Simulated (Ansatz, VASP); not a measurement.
InSe in VASP and in Ansatz

Contents of INCAR:

```
PREC     = Accurate       # precision mode
ENCUT    = 520            # plane-wave cutoff, eV
EDIFF    = 1E-7           # SCF threshold, eV
ISMEAR   = -1             # smearing method
SIGMA    = 0.02           # smearing width, eV
LREAL    = F              # projectors in reciprocal space
LASPH    = T              # aspherical terms in the spheres
NELM     = 80             # most SCF steps
ALGO     = Normal         # electronic algorithm
ISIF     = 2              # what is computed and relaxed
LWAVE    = F              # write WAVECAR
LCHARG   = F              # write CHGCAR
GGA      = PE             # functional
NBANDS   = 27             # bands
```

The input KPOINTS:

```
regular mesh
0
Gamma
  8 8 8
```

Contents of POSCAR:

```
InSe
1.0
    2.0105578892      1.1607961385      8.1247033248
   -2.0105578892      1.1607961385      8.1247033248
    0.0000000000     -2.3215922771      8.1247033248
In Se
2 2
Direct
   -0.0010043852     -0.0010043852     -0.0010043852
    0.1123747898      0.1123747898      0.1123747898
    0.6143061150      0.6143061150      0.6143061150
    0.8303234803      0.8303234803      0.8303234803
```

Input for Ansatz:

```yaml
crystal:
  lattice:
    - [2.0105578892, 1.1607961385, 8.1247033248]
    - [-2.0105578892, 1.1607961385, 8.1247033248]
    - [0.0, -2.3215922771, 8.1247033248]
  atoms:
    - { symbol: In, position: [-0.0010043852, -0.0010043852, -0.0010043852] }
    - { symbol: In, position: [0.1123747898, 0.1123747898, 0.1123747898] }
    - { symbol: Se, position: [0.614306115, 0.614306115, 0.614306115] }
    - { symbol: Se, position: [0.8303234803, 0.8303234803, 0.8303234803] }
kpoints:
  mp_grid: { grid: [8, 8, 8] }
  band_path:
    path:
      - [0.0, 0.0, 0.0]
      - [-0.5, -0.5, -0.5]
      - [-0.5, -0.1793653847, -0.8206346153]
      - [-0.1793653847, 0.1793653847, -0.5]
      - [0.0, 0.0, -0.5]
      - [0.0, 0.3396826923, -0.3396826923]
      - [-0.3396826923, 0.0, -0.6603173077]
      - [-0.5, 0.0, -0.5]
    npoints: 1
hamiltonian:
  xc: pbe
scf:
  occupations: { method: fermi_dirac, width: 0.02 }
  n_extra_bands: 5
output:
  forces: true
  stress: true
  eigenvalues: true
```

Change from the starting cell: uniaxial_z strain -3.4%.

Alike in both runs: task single point; functional PBE; k mesh 8 × 8 × 8; occupations fermi-dirac, width 0.02 eV; no spin polarisation.

|  | VASP | Ansatz |
| --- | --- | --- |
| version | VASP 6.6.1 | Ansatz 0.2.0 |
| potentials or method | VASP PAW PBE potentials, release 64 (In_d, Se) | plane waves, PAW |
| plane-wave cutoff (eV) | 520 | 420 |
| valence electrons in the cell | 38 | 58 |

```tsv
	VASP	Ansatz	Ansatz less VASP
pressure (GPa)	3.4	3.4	-0.05
traceless stress, the component that is largest in VASP (GPa)	0.44	0.44	+0.006
rms of the force components (eV/Å)	0.105	0.097	-0.0089
```

Atom by atom the forces differ by 0.009 eV/Å (rms over components). With one functional, cell and mesh, what is left measures potentials, basis and numerics. VASP's potentials hold 38 valence electrons a cell and Ansatz's 58, so a difference there can come from the potentials and not from the codes.
